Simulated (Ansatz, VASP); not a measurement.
**Two plane-wave programs on TiO2**

```
Ti O
1.0
     4.55098    0.00000    0.00000
     0.00000    4.55098    0.00000
     0.00000    0.00000    2.97366
Ti O
2 4
Direct
  0.00000 0.00000 0.00000
  0.50000 0.50000 0.50000
  0.30426 0.30426 0.00000
  0.19574 0.80426 0.50000
  0.69574 0.69574 0.00000
  0.80426 0.19574 0.50000
```

Change from the starting cell: film at in-plane strain -0.01.

Alike in both runs: task single point; functional r2SCAN; k mesh 4 × 4 × 6; no spin polarisation.

```csv
,VASP,Ansatz
version,VASP 6.6.1,Ansatz 0.2.0
potentials or method,"VASP PAW PBE potentials, release 64 (Ti_sv, O)","PAW with Ansatz's default frozen-core files, scalar-relativistic"
plane-wave cutoff (eV),520,500
occupations,"gaussian, width 0.01 eV",fixed
valence electrons in the cell,48,48
```

|  | VASP | Ansatz | Ansatz less VASP |
| --- | --- | --- | --- |
| gap on the k mesh at the Fermi level (eV) | 2.23 | 2.22 | -0.008 |
| pressure (GPa) | 3.9 | 2.6 | -1.31 |
| traceless stress, the component that is largest in VASP (GPa) | -2.22 | -2.65 | -0.430 |
| rms of the force components (eV/Å) | 0.012 | 0.001 | -0.0115 |

VASP's potentials were made for PBE, not for r2SCAN. Atom by atom the forces differ by 0.012 eV/Å (rms over components).
